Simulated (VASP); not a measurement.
# HfC (P6_3/mmc) in VASP: further runs

The runs below take HfC through single point, with PBE, PBEsol, LDA.

Everything below comes from runs of VASP 6.6.1. Logs are shortened: lines on timing, memory, paths and dates and some standing lists are left out, and cuts for length are marked.

## Step 1: The cell of the first run

The structure is hexagonal, space group P6_3/mmc (No. 194). Conventional cell: a = 3.242 Å, b = 3.242 Å, c = 5.735 Å, α = 90.00°, β = 90.00°, γ = 120.00°. Within 3.1 Å of Hf (site symmetry -3m) lie 6 C at 2.36 Å and 2 Hf at 2.87 Å. C (site symmetry -6m2) has 6 Hf at 2.36 Å within 3.1 Å.

## Step 2: Single point, PBE (13.05 Å³/atom)

INCAR reads:

```
ALGO = Normal ; EDIFF = 1E-6
ENCUT = 520 ; GGA = PE
ISIF = 2 ; ISMEAR = 0
LASPH = T ; LCHARG = F
LREAL = F ; LWAVE = F
NBANDS = 22 ; NELM = 100
PREC = Accurate ; SIGMA = 0.05
```

KPOINTS reads:

```
k-points
0
Gamma
  12 12 6
```

POSCAR reads:

```
HfC
1.0
    3.2418549528      0.0000000000      0.0000000000
   -1.6209274764      2.8075287445      0.0000000000
    0.0000000000      0.0000000000      5.7347429384
Hf C
2 2
Direct
    0.0000000000      0.0000000000      0.0000000000
    0.0000000000      0.0000000000      0.5000000000
    0.3333333333      0.6666666667      0.2500000000
    0.6666666667      0.3333333333      0.7500000000
```

Potentials or basis: VASP PAW PBE potentials, release 64 (Hf_pv, C).

Run with:

```console
$ cat potpaw_PBE.64/Hf_pv/POTCAR potpaw_PBE.64/C/POTCAR > POTCAR
$ mpirun -np 1 vasp_std > vasp.out
```

OUTCAR:

```text
EDIFF = 1E-6
   ENCUT = 520
   GGA = PE
   ISIF = 2
   ISMEAR = 0
   LASPH = T
   LREAL = F
   NELM = 100
   PREC = Accurate

 ion  position               nearest neighbor table
   1  0.000  0.000  0.000-   3 2.36   4 2.36   3 2.36   4 2.36   4 2.36   3 2.36   2 2.87   2 2.87

   2  0.000  0.000  0.500-   3 2.36   4 2.36   3 2.36   4 2.36   4 2.36   3 2.36   1 2.87   1 2.87

   3  0.333  0.667  0.250-   1 2.36   2 2.36   1 2.36   2 2.36   1 2.36   2 2.36
   4  0.667  0.333  0.750-   1 2.36   2 2.36   1 2.36   2 2.36   1 2.36   2 2.36

  LATTYP: Found a hexagonal cell.
 ALAT       =     3.2418549528
 C/A-ratio  =     1.7689696245

  Lattice vectors:

 A1 = (   3.2418549528,   0.0000000000,   0.0000000000)
 A2 = (  -1.6209274764,   2.8075287445,   0.0000000000)
 A3 = (   0.0000000000,   0.0000000000,   5.7347429384)

Analysis of symmetry for initial positions (statically):
=====================================================================
 Subroutine PRICEL returns:
 Original cell was already a primitive cell.

 Routine SETGRP: Setting up the symmetry group for a
 hexagonal supercell.

 Subroutine GETGRP returns: Found 24 space group operations
 (whereof 12 operations were pure point group operations)
 out of a pool of 24 trial point group operations.

The static configuration has the point symmetry D_3d.
 The point group associated with its full space group is D_6h.

Analysis of symmetry for dynamics (positions and initial velocities):
=====================================================================
 Subroutine PRICEL returns:
 Original cell was already a primitive cell.

 Routine SETGRP: Setting up the symmetry group for a
 hexagonal supercell.

 Subroutine GETGRP returns: Found 24 space group operations
 (whereof 12 operations were pure point group operations)
 out of a pool of 24 trial point group operations.

The dynamic configuration has the point symmetry D_3d.
 The point group associated with its full space group is D_6h.

 Subroutine INISYM returns: Found 24 space group operations
 (whereof 12 operations are pure point group operations),
 and found     1 'primitive' translations

----------------------------------------------------------------------------------------

                                     Primitive cell

  volume of cell :      52.1953

  direct lattice vectors                    reciprocal lattice vectors
     3.241854953  0.000000000  0.000000000     0.308465374  0.178092567  0.000000000
    -1.620927476  2.807528744  0.000000000     0.000000000  0.356185133  0.000000000
     0.000000000  0.000000000  5.734742938     0.000000000  0.000000000  0.174375732

  length of vectors
     3.241854953  3.241854953  5.734742938     0.356185133  0.356185133  0.174375732

  position of ions in fractional coordinates (direct lattice)
     0.000000000  0.000000000  0.000000000
     0.000000000  0.000000000  0.500000000
     0.333333333  0.666666667  0.250000000
     0.666666667  0.333333333  0.750000000

  ion indices of the primitive-cell ions
   primitive index   ion index
                 1           1
                 2           2
                 3           3
                 4           4

----------------------------------------------------------------------------------------

 KPOINTS: k-points

Automatic generation of k-mesh.
 Grid dimensions read from file:
 generate k-points for:   12   12    6

 Generating k-lattice:

  Cartesian coordinates                     Fractional coordinates (reciprocal lattice)
     0.025705448  0.014841047  0.000000000     0.083333333 -0.000000000  0.000000000
     0.000000000  0.029682094  0.000000000     0.000000000  0.083333333  0.000000000
     0.000000000  0.000000000  0.029062622     0.000000000  0.000000000  0.166666667

  Length of vectors
     0.029682094  0.029682094  0.029062622

  Shift w.r.t. Gamma in fractional coordinates (k-lattice)
     0.000000000  0.000000000  0.000000000

 Subroutine IBZKPT returns following result:
 ===========================================

 Found     76 irreducible k-points:

 Following reciprocal coordinates:
            Coordinates               Weight
  0.000000  0.000000  0.000000      1.000000
  0.083333  0.000000  0.000000      6.000000
  0.166667  0.000000  0.000000      6.000000
  0.250000  0.000000  0.000000      6.000000
  0.333333  0.000000  0.000000      6.000000
  0.416667  0.000000  0.000000      6.000000
[... 16 lines left out ...]
  0.250000  0.000000  0.166667     12.000000
  0.333333  0.000000  0.166667     12.000000
 [... further k-points ...]
   k-points           NKPTS =     76   k-points in BZ     NKDIM =     76   number of bands    NBANDS=     22
   number of dos      NEDOS =    301   number of ions     NIONS =      4
   total plane-waves  NPLWV =  27648
   dimension x,y,z NGX =    24 NGY =   24 NGZ =   48
   dimension x,y,z NGXF=    48 NGYF=   48 NGZF=   96
   ions per type =               2   2
   NGX,Y,Z   is equivalent  to a cutoff of  12.31, 12.31, 13.91 a.u.
   NGXF,Y,Z  is equivalent  to a cutoff of  24.61, 24.61, 27.83 a.u.
 SYSTEM =  unknown system
   PREC   = accura    normal or accurate (medium, high low for compatibility)
   ISTART =      0    job   : 0-new  1-cont  2-samecut
   ICHARG =      2    charge: 1-file 2-atom 10-const
   ISPIN  =      1    spin polarized calculation?
   LNONCOLLINEAR =      F non collinear calculations
   LSORBIT =      F    spin-orbit coupling
   LASPH  =      T    aspherical Exc in radial PAW
   ENCUT  =  520.0 eV  38.22 Ry    6.18 a.u.   6.03  6.03 10.66*2*pi/ulx,y,z
   NELM   =    100;   NELMIN=  2; NELMDL= -5     # of ELM steps
   EDIFF  = 0.1E-05   stopping-criterion for ELM
   LREAL  =      F    real-space projection
   EDIFFG = 0.1E-04   stopping-criterion for IOM
   NSW    =      0    number of steps for IOM
   IBRION =     -1    ionic relax: 0-MD 1-quasi-New 2-CG
   NFREE  =      0    steps in history (QN), initial steepest desc. (CG)
   ISIF   =      2    stress and relaxation
   ISYM   =      2    0-nonsym 1-usesym 2-fastsym
   POTIM  = 0.5000    time-step for ionic-motion
   TEBEG  =    0.0;   TEEND  =   0.0 temperature during run
   PSTRESS=    0.0 pullay stress
   NELECT =      28.0000    total number of electrons
   NUPDOWN=      -1.0000    fix difference up-down
   EMIN   =  10.00;   EMAX   =-10.00  energy-range for DOS
   EFERMI =   0.00;   METHOD = LEGACY
   ISMEAR =     0;   SIGMA  =   0.05  broadening in eV -4-tet -1-fermi 0-gaus
   EFERMI_NEDOS =   21; number of points for ismear=-14 and -15
   IALGO  =     38    algorithm
   IMIX   =      4    mixing-type and parameters
     AMIX     =   0.40;   BMIX     =  1.00
     AMIX_MAG =   1.60;   BMIX_MAG =  1.00
  volume/ion in A,a.u.               =      13.05        88.06
  Fermi-wavevector in a.u.,A,eV,Ry     =   1.330200  2.513713 24.074583  1.769432
  Thomas-Fermi vector in A             =   2.459305
   LORBIT       =      0    0 simple, 1 ext, 2 COOP (PROOUT), +10 PAW based schemes
   GGA     = PE    functional components
   LHFCALC =     F    Hartree Fock is set to
   AEXX    =    0.0000 exact exchange contribution
   IVDW    =     0    specifies the selected vdW correction
   LEPSILON=     F    determine dielectric tensor
   LRPA    =     F    only Hartree local field effects (RPA)
 non-spin polarized calculation
 Gauss-broadening in eV      SIGMA  =   0.05
  energy-cutoff  :      520.00
  volume of cell :       52.20
 maximum number of plane-waves:      1437
   NGX = 13   NGY = 13   NGZ = 21

 number of electron      27.9999998 magnetization

 Free energy of the ion-electron system (eV)
  ---------------------------------------------------
  ext. energy  EPLUGINS =         0.00000000
  ---------------------------------------------------
  free energy    TOTEN  =       -39.94492076 eV

  energy without entropy =      -39.94384987  energy(sigma->0) =      -39.94438532

 E-fermi :   5.5221     XC(G=0): -12.0516

 val. band max:        5.5191416560   @ k =   0.0833   0.0833   0.0000
 cond. band min:       5.5513686033   @ k =   0.1667   0.0000   0.1667
 fundamental gap:      0.0322269473
 Fermi energy:         5.5220777075

 k-point     1 :       0.0000    0.0000    0.0000
  band No.  band energies     occupation
      1     -24.9516      2.00000
      2     -24.1932      2.00000
      3     -24.1932      2.00000
      4     -24.0741      2.00000
      5     -24.0741      2.00000
      6     -23.8135      2.00000
[... 14 lines left out ...]
     21      11.9515      0.00000
     22      12.2737      0.00000

 k-point     2 :       0.0833    0.0000    0.0000
  band No.  band energies     occupation
      1     -24.9425      2.00000
      2     -24.2347      2.00000
      3     -24.2024      2.00000
      4     -24.1103      2.00000
      5     -24.0821      2.00000
      6     -23.8090      2.00000
[... 14 lines left out ...]
     21      12.0149      0.00000
     22      12.6570      0.00000

 k-point     3 :       0.1667    0.0000    0.0000
  band No.  band energies     occupation
      1     -24.9175      2.00000
      2     -24.3461      2.00000
      3     -24.2273      2.00000
      4     -24.2080      2.00000
      5     -24.1041      2.00000
      6     -23.7964      2.00000
[... 14 lines left out ...]
     21      12.3933      0.00000
     22      13.3526      0.00000

 k-point     4 :       0.2500    0.0000    0.0000
  band No.  band energies     occupation
      1     -24.8833      2.00000
      2     -24.4943      2.00000
      3     -24.3388      2.00000
      4     -24.2611      2.00000
      5     -24.1339      2.00000
      6     -23.7792      2.00000
[... 14 lines left out ...]
     21      12.8430      0.00000
     22      13.2429      0.00000

 k-point     5 :       0.3333    0.0000    0.0000
  band No.  band energies     occupation
      1     -24.8489      2.00000
      2     -24.6381      2.00000
      3     -24.4666      2.00000
      4     -24.2947      2.00000
      5     -24.1635      2.00000
      6     -23.7619      2.00000
[... 14 lines left out ...]
     21      13.0448      0.00000
     22      13.0749      0.00000

 k-point     6 :       0.4167    0.0000    0.0000
  band No.  band energies     occupation
      1     -24.8244      2.00000
      2     -24.7399      2.00000
      3     -24.5583      2.00000
      4     -24.3191      2.00000
      5     -24.1850      2.00000
      6     -23.7492      2.00000
[... 14 lines left out ...]
     21      13.2305      0.00000
     22      13.3033      0.00000

 k-point     7 :       0.5000    0.0000    0.0000
  band No.  band energies     occupation
      1     -24.8171      2.00000
      2     -24.7750      2.00000
      3     -24.5916      2.00000
      4     -24.3280      2.00000
      5     -24.1929      2.00000
      6     -23.7445      2.00000
[... 324 lines left out ...]
      6     -23.8967      2.00000
[... 14 lines left out ...]
     21      11.7399      0.00000
     22      11.7920      0.00000

 k-point    21 :       0.0833    0.0000    0.1667
  band No.  band energies     occupation
      1     -24.8725      2.00000
      2     -24.2266      2.00000
      3     -24.1945      2.00000
      4     -24.1187      2.00000
      5     -24.0903      2.00000
      6     -23.8916      2.00000
[... 14 lines left out ...]
     21      11.7303      0.00000
     22      12.0585      0.00000

 k-point    22 :       0.1667    0.0000    0.1667
  band No.  band energies     occupation
      1     -24.8484      2.00000
      2     -24.3373      2.00000
      3     -24.2192      2.00000
      4     -24.2173      2.00000
      5     -24.1124      2.00000
      6     -23.8778      2.00000
[... 14 lines left out ...]
     21      11.7682      0.00000
     22      12.5486      0.00000

 k-point    23 :       0.2500    0.0000    0.1667
  band No.  band energies     occupation
      1     -24.8151      2.00000
      2     -24.4843      2.00000
      3     -24.3492      2.00000
      4     -24.2527      2.00000
      5     -24.1425      2.00000
      6     -23.8591      2.00000
[... 14 lines left out ...]
     21      11.9967      0.00000
     22      13.1500      0.00000

 k-point    24 :       0.3333    0.0000    0.1667
  band No.  band energies     occupation
      1     -24.7818      2.00000
      2     -24.6268      2.00000
      3     -24.4780      2.00000
      4     -24.2860      2.00000
      5     -24.1724      2.00000
      6     -23.8405      2.00000
[... 14 lines left out ...]
     21      12.2262      0.00000
     22      13.5205      0.00000

 [... further k-points ...]

------------------------ aborting loop because EDIFF is reached ----------------------------------------

  FORCE on cell =-STRESS in cart. coord.  units (eV):
  Direction    XX          YY          ZZ          XY          YZ          ZX
  --------------------------------------------------------------------------------------
  -------------------------------------------------------------------------------------
  Total        1.2513116      1.2513116      1.1239158      0.0000000      0.0000000      0.0000000
  in kB       38.4100010     38.4100010     34.4994843      0.0000000      0.0000000      0.0000000
  external PRESSURE =      37.1064954 kB  Pullay stress =       0.0000000 kB

 VOLUME and BASIS-vectors are now :
 -----------------------------------------------------------------------------
  energy-cutoff  :      520.00
  volume of cell :       52.20
      direct lattice vectors                 reciprocal lattice vectors
     3.241854953  0.000000000  0.000000000     0.308465374  0.178092567  0.000000000
    -1.620927476  2.807528744  0.000000000     0.000000000  0.356185133  0.000000000
     0.000000000  0.000000000  5.734742938     0.000000000  0.000000000  0.174375732

 POSITION                                       TOTAL-FORCE (eV/Angst)
 -----------------------------------------------------------------------------------
      0.00000      0.00000      0.00000         0.000000      0.000000      0.000000
      0.00000      0.00000      2.86737         0.000000      0.000000      0.000000
     -0.00000      1.87169      1.43369        -0.000000      0.000000      0.000000
      1.62093      0.93584      4.30106         0.000000     -0.000000      0.000000
 -----------------------------------------------------------------------------------
    total drift:                               -0.000000      0.000000      0.000000

  FREE ENERGIE OF THE ION-ELECTRON SYSTEM (eV)
  ---------------------------------------------------
  free  energy   TOTEN  =       -39.9449207598 eV

  energy  without entropy=      -39.9438498725  energy(sigma->0) =      -39.94438532
```

It took 94 s on 1 thread of AMD EPYC 7R13, shared host; peak memory 0.22 GiB.

Results:

- Free energy: -39.9449 eV
- Pressure: 3.7 GPa
- Band gap on the k mesh: zero (bands 14 and 15 overlap by 1.53 eV)

Stress tensor (GPa, compression positive):
```
3.84 0.00 0.00
0.00 3.84 0.00
0.00 0.00 3.45
```

Caveat: the cell stands under pressure; spin-orbit coupling is left out, which moves the levels of the heavy elements.

## Step 3: Single point, PBEsol

This run uses another cell than the first one, of 13.32 Å³/atom.

INCAR reads:

```
PREC = Accurate
ENCUT = 520
EDIFF = 1E-6
ISMEAR = 0
SIGMA = 0.05
LREAL = F
LASPH = T
NELM = 60
ALGO = Normal
ISIF = 2
LWAVE = F
LCHARG = T
GGA = PS
LELF = T
LVHAR = T
NBANDS = 22
```

KPOINTS reads:

```
Automatic mesh
0
Gamma
  12 12 6
```

POSCAR reads:

```
HfC
1.0
    3.2657921833      0.0000000000      0.0000000000
   -1.6328960916      2.8282589942      0.0000000000
    0.0000000000      0.0000000000      5.7663094959
Hf C
2 2
Direct
    0.0000000000      0.0000000000      0.0000000000
    0.0000000000      0.0000000000      0.5000000000
    0.3333333333      0.6666666667      0.2500000000
    0.6666666667      0.3333333333      0.7500000000
```

Potentials or basis: VASP PAW PBE potentials, release 64 (Hf_pv, C).

Run with:

```console
$ cat potpaw_PBE.64/Hf_pv/POTCAR potpaw_PBE.64/C/POTCAR > POTCAR
$ mpirun -np 1 vasp_std > vasp.out
```

Wall time 1.7 min (1 thread of AMD EPYC 7R13, shared host); peak memory 0.22 GiB.

The run converged. Its results:

| Item | Value |
| --- | --- |
| Free energy | -42.1240 eV |
| Pressure | -6.6 GPa |
| Band gap on the k mesh | zero (bands 14 and 15 overlap by 1.54 eV) |

Stress tensor (GPa, compression positive):
```
-6.30  0.00  0.00
 0.00 -6.30  0.00
 0.00  0.00 -7.12
```

Levels at points of the mesh, in eV from the Fermi level:
| k point | band 10 | band 11 | band 12 | band 13 | band 14 | band 15 | band 16 | band 17 | band 18 | band 19 |
| --- | --- | --- | --- | --- | --- | --- | --- | --- | --- | --- |
| (0.00, 0.00, 0.00) | -2.22 | -2.22 | -1.16 | 0.82 | 1.43 | 1.43 | 2.07 | 2.07 | 2.20 | 2.20 |
| (0.50, 0.00, 0.00) | -3.64 | -2.48 | -1.82 | -1.07 | -0.98 | 0.37 | 2.06 | 5.48 | 5.59 | 5.62 |
| (0.00, 0.00, 0.50) | -3.08 | -1.12 | -1.12 | -1.12 | -1.12 | 2.87 | 2.87 | 3.14 | 3.14 | 3.14 |
| (0.50, 0.00, 0.50) | -4.34 | -1.84 | -1.84 | -1.31 | -1.31 | 1.11 | 1.11 | 5.86 | 5.86 | 6.03 |

Caveat: the cell stands under tension; the PAW data sets were made with another functional, which shifts forces and pressure a little; spin-orbit coupling is left out, which moves the levels of the heavy elements.

## Step 4: Single point, LDA

This run uses another cell than the first one, of 13.32 Å³/atom.

INCAR reads:

```
SYSTEM = HfC
PREC     = Accurate       ! precision mode
ENCUT    = 520            ! plane-wave cutoff, eV
EDIFF    = 1E-7           ! SCF threshold, eV
ISMEAR   = 0              ! smearing method
SIGMA    = 0.05           ! smearing width, eV
LREAL    = .False.        ! projectors in reciprocal space
LASPH    = .True.         ! aspherical terms in the spheres
NELM     = 60             ! most SCF steps
ALGO     = Normal         ! electronic algorithm
ISIF     = 2              ! what is computed and relaxed
LWAVE    = .False.        ! write WAVECAR
LCHARG   = .False.        ! write CHGCAR
NBANDS   = 22             ! bands
```

KPOINTS reads:

```
regular mesh
0
Gamma
  12 12 6
  0 0 0
```

POSCAR is that of step 3.

Potentials or basis: VASP PAW LDA potentials, release 64 (Hf_pv, C).

Run with:

```console
$ cat potpaw_LDA.64/Hf_pv/POTCAR potpaw_LDA.64/C/POTCAR > POTCAR
$ mpirun -np 1 vasp_std > vasp.out
```

Run time: 2 min. Hardware: 1 thread of AMD EPYC 7R13, shared host; peak memory 0.2 GiB.

It converged, with:

```
Free energy            : -43.4173 eV
Pressure               : -10.8 GPa
Band gap on the k mesh : zero (bands 14 and 15 overlap by 1.56 eV)
```

Stress tensor (GPa, compression positive):
```
-10.22   0.00   0.00
  0.00 -10.22   0.00
  0.00   0.00 -11.92
```

Levels at points of the mesh, in eV from the Fermi level:
| k point | band 11 | band 12 | band 13 | band 14 | band 15 | band 16 | band 17 | band 18 |
| --- | --- | --- | --- | --- | --- | --- | --- | --- |
| (0.00, 0.00, 0.00) | -2.23 | -1.18 | 0.83 | 1.43 | 1.43 | 2.02 | 2.02 | 2.15 |
| (0.50, 0.00, 0.00) | -2.48 | -1.75 | -1.09 | -0.92 | 0.40 | 2.01 | 5.42 | 5.51 |
| (0.00, 0.00, 0.50) | -1.12 | -1.12 | -1.12 | -1.12 | 2.86 | 2.86 | 3.08 | 3.08 |
| (0.50, 0.00, 0.50) | -1.81 | -1.81 | -1.31 | -1.31 | 1.10 | 1.10 | 5.82 | 5.82 |

Caveat: the cell stands under tension; spin-orbit coupling is left out, which moves the levels of the heavy elements.

## Step 5: The runs side by side

| level | potentials or basis | cell | gap on the mesh (eV) | pressure (GPa) |
| --- | --- | --- | --- | --- |
| PBE | VASP PAW PBE potentials, release 64 (Hf_pv, C) | a = 3.242, b = 3.242, c = 5.735 Å, angles 90.0, 90.0, 120.0°, 4 atoms | none | 3.7 |
| PBEsol | VASP PAW PBE potentials, release 64 (Hf_pv, C) | a = 3.266, b = 3.266, c = 5.766 Å, angles 90.0, 90.0, 120.0°, 4 atoms | none | -6.6 |
| LDA | VASP PAW LDA potentials, release 64 (Hf_pv, C) | a = 3.266, b = 3.266, c = 5.766 Å, angles 90.0, 90.0, 120.0°, 4 atoms | none | -10.8 |

Alike in all rows: task single point; no spin polarisation; k mesh 12 × 12 × 6; cutoff (eV) 520; smearing gaussian 0.05 eV.

Caveats: spin-orbit coupling is left out, which moves the levels of the heavy elements; the cell stands under tension (at least some runs); the cell stands under pressure (at least some runs); the PAW data sets were made with another functional, which shifts forces and pressure a little (at least some runs).

Absolute energies hang on the potentials; compare differences alone.

The gap in the log of VASP goes by the Fermi energy; the results here count the filled bands.